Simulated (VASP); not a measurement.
# Bi (Im-3m) in VASP: a series of runs, part 2 of 2

VASP 6.6.1.

### 3 Single point, HSE06

This run uses another cell than the first one, of 32.98 Å³/atom.

File POSCAR:

```
Bi
1.0
   -2.0202919770      2.0202919770      2.0202919770
    2.0202919770     -2.0202919770      2.0202919770
    2.0202919770      2.0202919770     -2.0202919770
Bi
1
Direct
    0.0000000000      0.0000000000      0.0000000000
```

File INCAR.step1:

```
SYSTEM = Bi
PREC     = Accurate       ! precision mode
ENCUT    = 520            ! plane-wave cutoff, eV
EDIFF    = 1E-5           ! SCF threshold, eV
ISMEAR   = -1             ! smearing method
SIGMA    = 0.05           ! smearing width, eV
LREAL    = .False.        ! projectors in reciprocal space
LASPH    = .True.         ! aspherical terms in the spheres
NELM     = 60             ! most SCF steps
ALGO     = Normal         ! electronic algorithm
ISIF     = 2              ! what is computed and relaxed
LWAVE    = .True.         ! write WAVECAR
GGA      = PE             ! functional
NBANDS   = 14             ! bands
```

File INCAR.step2:

```
SYSTEM = Bi
PREC     = Accurate       ! precision mode
ENCUT    = 520            ! plane-wave cutoff, eV
EDIFF    = 1E-6           ! SCF threshold, eV
ISMEAR   = -1             ! smearing method
SIGMA    = 0.05           ! smearing width, eV
LREAL    = .False.        ! projectors in reciprocal space
LASPH    = .True.         ! aspherical terms in the spheres
NELM     = 60             ! most SCF steps
ALGO     = Normal         ! electronic algorithm
ISIF     = 2              ! what is computed and relaxed
LWAVE    = .False.        ! write WAVECAR
LCHARG   = .True.         ! write CHGCAR
GGA      = PE             ! functional
LHFCALC  = .True.         ! exact exchange
HFSCREEN = 0.2079         ! screening, 1/A
PRECFOCK = Normal       
LELF     = .True.         ! ELF
LVHAR    = .True.       
ISTART   = 1            
NBANDS   = 14             ! bands
```

File KPOINTS:

```
Automatic mesh
0
Gamma
  6 6 6
  0 0 0
```

Potentials or basis: VASP PAW PBE potentials, release 64 (Bi_d).

Started as:

```
$ cat potpaw_PBE.64/Bi_d/POTCAR > POTCAR
$ cp INCAR.step1 INCAR
$ mpirun -np 1 vasp_std > vasp.out
$ cp INCAR.step2 INCAR
$ mpirun -np 1 vasp_std > vasp.out
```

OUTCAR:

```text
SYSTEM = Bi
   PREC = Accurate
   ENCUT = 520
   EDIFF = 1E-6
   ISMEAR = -1
   LREAL = .False.
   LASPH = .True.
   NELM = 60
   ISIF = 2
   GGA = PE
   LHFCALC = .True.
   HFSCREEN = 0.2079
   PRECFOCK = Normal
   ISTART = 1

 ion  position               nearest neighbor table
   1  0.000  0.000  0.000-

  LATTYP: Found a body centered cubic cell.
 ALAT       =     4.0405839540

  Lattice vectors:

 A1 = (  -2.0202919770,   2.0202919770,   2.0202919770)
 A2 = (   2.0202919770,  -2.0202919770,   2.0202919770)
 A3 = (   2.0202919770,   2.0202919770,  -2.0202919770)

Analysis of symmetry for initial positions (statically):
=====================================================================
 Subroutine PRICEL returns:
 Original cell was already a primitive cell.

 Routine SETGRP: Setting up the symmetry group for a
 body centered cubic supercell.

 Subroutine GETGRP returns: Found 48 space group operations
 (whereof 48 operations were pure point group operations)
 out of a pool of 48 trial point group operations.

The static configuration has the point symmetry O_h .

Analysis of symmetry for dynamics (positions and initial velocities):
=====================================================================
 Subroutine PRICEL returns:
 Original cell was already a primitive cell.

 Routine SETGRP: Setting up the symmetry group for a
 body centered cubic supercell.

 Subroutine GETGRP returns: Found 48 space group operations
 (whereof 48 operations were pure point group operations)
 out of a pool of 48 trial point group operations.

The dynamic configuration has the point symmetry O_h .

 Subroutine INISYM returns: Found 48 space group operations
 (whereof 48 operations are pure point group operations),
 and found     1 'primitive' translations

[... 117 lines left out ...]
   HFSCREENC=   0.2079 screening length for correlation (either q_TF or 0.3 A-1)
   ENCUTFOCK=  -1.0 apply spherical cutoff to Coloumb kernel
   IVDW    =     0    specifies the selected vdW correction
   LEPSILON=     F    determine dielectric tensor
   LRPA    =     F    only Hartree local field effects (RPA)
 non-spin polarized calculation
  energy-cutoff  :      520.00
  volume of cell :       32.98
 maximum number of plane-waves:       935
 NGX is ok and might be reduce to    28
  NGX = 20; NGY = 20; NGZ = 20

 number of electron      15.0000006 magnetization

 Free energy of the ion-electron system (eV)
  ---------------------------------------------------
  ext. energy  EPLUGINS =         0.00000000
  ---------------------------------------------------
  free energy    TOTEN  =        -4.35714152 eV

  energy without entropy =       -4.34197644  energy(sigma->0) =       -4.34955898

 E-fermi :   6.8236     XC(G=0):  -8.3250

 val. band max:        6.8074597118   @ k =   0.3333   0.1667   0.1667
 cond. band min:       7.3250645001   @ k =   0.1667   0.1667   0.1667
 fundamental gap:      0.5176047883
 Fermi energy:         6.8235577065

 k-point     1 :       0.0000    0.0000    0.0000
  band No.  band energies     occupation
      1     -18.0560      2.00000
      2     -18.0560      2.00000
      3     -18.0560      2.00000
      4     -17.9417      2.00000
      5     -17.9417      2.00000
      6      -7.4333      2.00000
      7      12.4286      0.00000
      8      12.4286      0.00000
      9      12.4286      0.00000
     10      16.2149      0.00000
     11      18.3376      0.00000
     12      18.3376      0.00000
     13      18.3376      0.00000
     14      19.1443      0.00000
[... 241 lines left out ...]
      1     -18.0644      2.00000
      2     -18.0644      2.00000
      3     -17.8881      2.00000
      4     -17.8881      2.00000
      5     -17.8881      2.00000
      6      -2.0798      2.00000
      7       5.1422      2.00000
      8       5.1422      2.00000
      9       5.1422      2.00000
     10      10.9629      0.00000
     11      10.9629      0.00000
     12      23.3874      0.00000
     13      25.3032      0.00000
     14      25.3032      0.00000

------------------------ aborting loop because EDIFF is reached ----------------------------------------

  FORCE on cell =-STRESS in cart. coord.  units (eV):
  Direction    XX          YY          ZZ          XY          YZ          ZX
  --------------------------------------------------------------------------------------
  -------------------------------------------------------------------------------------
  Total       -0.7753715     -0.7753715     -0.7753715      0.0000000     -0.0000000     -0.0000000
  in kB      -37.6632670    -37.6632670    -37.6632670      0.0000000     -0.0000000     -0.0000000
  external PRESSURE =     -37.6632670 kB  Pullay stress =       0.0000000 kB

 VOLUME and BASIS-vectors are now :
 -----------------------------------------------------------------------------
  energy-cutoff  :      520.00
  volume of cell :       32.98
      direct lattice vectors                 reciprocal lattice vectors
    -2.020291977  2.020291977  2.020291977     0.000000000  0.247488980  0.247488980
     2.020291977 -2.020291977  2.020291977     0.247488980  0.000000000  0.247488980
     2.020291977  2.020291977 -2.020291977     0.247488980  0.247488980  0.000000000

 POSITION                                       TOTAL-FORCE (eV/Angst)
 -----------------------------------------------------------------------------------
      0.00000      0.00000      0.00000         0.000000     -0.000000      0.000000
 -----------------------------------------------------------------------------------
    total drift:                               -0.000000     -0.000000      0.000000

  FREE ENERGIE OF THE ION-ELECTRON SYSTEM (eV)
  ---------------------------------------------------
  free  energy   TOTEN  =        -4.3571415224 eV

  energy  without entropy=       -4.3419764383  energy(sigma->0) =       -4.34955898
```

It took 33 min on 1 thread of Oxide Virtual Turin-like, shared host; peak memory 0.23 GiB.

Results:

```yaml
Free_energy: -4.3571 eV
Pressure: -3.8 GPa
Band_gap_on_the_k_mesh: zero (an odd number of electrons rules out a gap without spin polarisation)
```

Caveat: the k points lie up to 0.37 Å⁻¹ apart, too coarse for converged energies and pressures of a metal; the PAW data sets were made with another functional, which shifts forces and pressure a little; spin-orbit coupling is left out, which moves the levels of the heavy elements.

### 4 Single point, PBE0

This run uses another cell than the first one, of 32.98 Å³/atom.

POSCAR is that of step 3.

File INCAR.step1:

```
ALGO = Normal
EDIFF = 1E-5
ENCUT = 520
GGA = PE
ISIF = 2
ISMEAR = -1
LASPH = T
LREAL = F
LWAVE = T
NBANDS = 14
NELM = 60
PREC = Accurate
SIGMA = 0.05
```

File INCAR.step2:

```
AEXX = 0.25
ALGO = Normal
EDIFF = 1E-7
ENCUT = 520
GGA = PE
ISIF = 2
ISMEAR = -1
ISTART = 1
LASPH = T
LCHARG = T
LELF = T
LHFCALC = T
LREAL = F
LVHAR = T
LWAVE = F
NBANDS = 14
NELM = 60
PREC = Accurate
PRECFOCK = Normal
SIGMA = 0.05
```

File KPOINTS:

```
k-points
0
Gamma
  6 6 6
```

Started as:

```
$ cat potpaw_PBE.64/Bi_d/POTCAR > POTCAR
$ cp INCAR.step1 INCAR
$ mpirun -np 1 vasp_std > vasp.out
$ cp INCAR.step2 INCAR
$ mpirun -np 1 vasp_std > vasp.out
```

It took 45 min on 1 thread of Oxide Virtual Turin-like, shared host; peak memory 0.14 GiB.

Results (log left out):

```
Free energy            : -4.8922 eV
Pressure               : -3.7 GPa
Band gap on the k mesh : zero (an odd number of electrons rules out a gap without spin polarisation)
```

Levels at points of the mesh, in eV from the Fermi level:
| k point | band 3 | band 4 | band 5 | band 6 | band 7 | band 8 | band 9 | band 10 | band 11 | band 12 |
| --- | --- | --- | --- | --- | --- | --- | --- | --- | --- | --- |
| (0.00, 0.00, 0.00) | -25.14 | -25.02 | -25.02 | -14.53 | 6.16 | 6.16 | 6.16 | 9.92 | 12.04 | 12.04 |
| (0.50, 0.00, 0.00) | -25.03 | -25.03 | -24.95 | -11.35 | -5.40 | 2.42 | 4.57 | 6.98 | 8.72 | 13.79 |
| (0.50, 0.50, 0.50) | -24.97 | -24.97 | -24.97 | -9.15 | -1.91 | -1.91 | -1.91 | 4.60 | 4.60 | 17.12 |

Caveat: the k points lie up to 0.37 Å⁻¹ apart, too coarse for converged energies and pressures of a metal; the PAW data sets were made with another functional, which shifts forces and pressure a little; spin-orbit coupling is left out, which moves the levels of the heavy elements.

### 5 Summary

| task | level | cell | k mesh | cutoff (eV) | grid for exact exchange (PRECFOCK) | share of exact exchange | screening parameter | gap on the mesh (eV) | pressure (GPa) |
| --- | --- | --- | --- | --- | --- | --- | --- | --- | --- |
| relaxation of cell and atoms | b88 exchange, pbe correlation | relaxed from a = 3.432 Å, angles 109.5°, 1 atom | 9 × 9 × 9 | 500 | - | - | - | none | 0.0 |
| single point | HSE06 | a = 3.499 Å, angles 109.5°, 1 atom | 6 × 6 × 6 | 520 | Normal | 0.25 | 0.2079 1/Å | none | -3.8 |
| single point | PBE0 | a = 3.499 Å, angles 109.5°, 1 atom | 6 × 6 × 6 | 520 | Normal | 0.25 | - | none | -3.7 |

Alike in all rows: potentials or basis VASP PAW PBE potentials, release 64 (Bi_d); no spin polarisation; smearing fermi-dirac 0.05 eV.

Caveats: some runs use coarse meshes; the PAW data sets were made with another functional, which shifts forces and pressure a little; spin-orbit coupling is left out, which moves the levels of the heavy elements.

Total energies depend on the potentials used, so only differences within one code and one set of settings carry meaning.
